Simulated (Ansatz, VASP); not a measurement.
**Lu3NbF in VASP and in Ansatz**

The input INCAR:

```
SYSTEM = Lu3NbF
  PREC = Accurate
  ENCUT = 520
  EDIFF = 1E-6
  ISMEAR = 0
  SIGMA = 0.1
  LREAL = .FALSE.
  LASPH = .TRUE.
  NELM = 80
  ALGO = Normal
  ISIF = 2
  LWAVE = .FALSE.
  LCHARG = .FALSE.
  GGA = PE
  NBANDS = 56
```

The input KPOINTS:

```
Automatic mesh
0
G
  4 4 4
  0 0 0
```

Contents of POSCAR:

```
Lu3NbF
1.0
    4.6912618800      0.0000000000      0.0000000000
    0.0000000000      4.6912618800      0.0000000000
    0.0000000000      0.0000000000      4.6912618800
Lu Nb F
3 1 1
Direct
    0.5000000000      0.5000000000      0.0000000000
    0.5000000000      0.0000000000      0.5000000000
    0.0000000000      0.5000000000      0.5000000000
    0.0000000000      0.0000000000      0.0000000000
    0.5000000000      0.5000000000      0.5000000000
```

Input for Ansatz:

```yaml
crystal:
  lattice:
    - [4.69126188, 0.0, 0.0]
    - [0.0, 4.69126188, 0.0]
    - [0.0, 0.0, 4.69126188]
  atoms:
    - { symbol: Lu, position: [0.5, 0.5, 0.0] }
    - { symbol: Lu, position: [0.5, 0.0, 0.5] }
    - { symbol: Lu, position: [0.0, 0.5, 0.5] }
    - { symbol: Nb, position: [0.0, 0.0, 0.0] }
    - { symbol: F, position: [0.5, 0.5, 0.5] }
basis:
  ecutwfc: 420
kpoints:
  mp_grid: { grid: [4, 4, 4] }
hamiltonian:
  xc: pbe
scf:
  occupations: { method: gaussian, width: 0.1 }
  lower_state_search: "off"
output:
  forces: true
  stress: true
  eigenvalues: true
```

Change from the starting cell: species swapped into the Tb3AlN type (Pm-3m, No. 221).

Alike in both runs: task single point; functional PBE; k mesh 4 × 4 × 4; occupations gaussian, width 0.1 eV; no spin polarisation.

|  | VASP | Ansatz |
| --- | --- | --- |
| version | VASP 6.6.1 | Ansatz 0.2.0 |
| potentials or method | VASP PAW PBE potentials, release 64 (Lu, Nb_sv, F), cutoff 520 eV | scalar-relativistic, plane waves, PAW |
| valence electrons in the cell | 95 | 95 |

```csv
,VASP,Ansatz,Ansatz less VASP
gap on the k mesh at the Fermi level (eV),none,none,-
pressure (GPa),2.7,2.4,-0.30
```

A gap of «none» marks a metal or a gap that the smearing closes.

Spin-orbit coupling is off throughout.
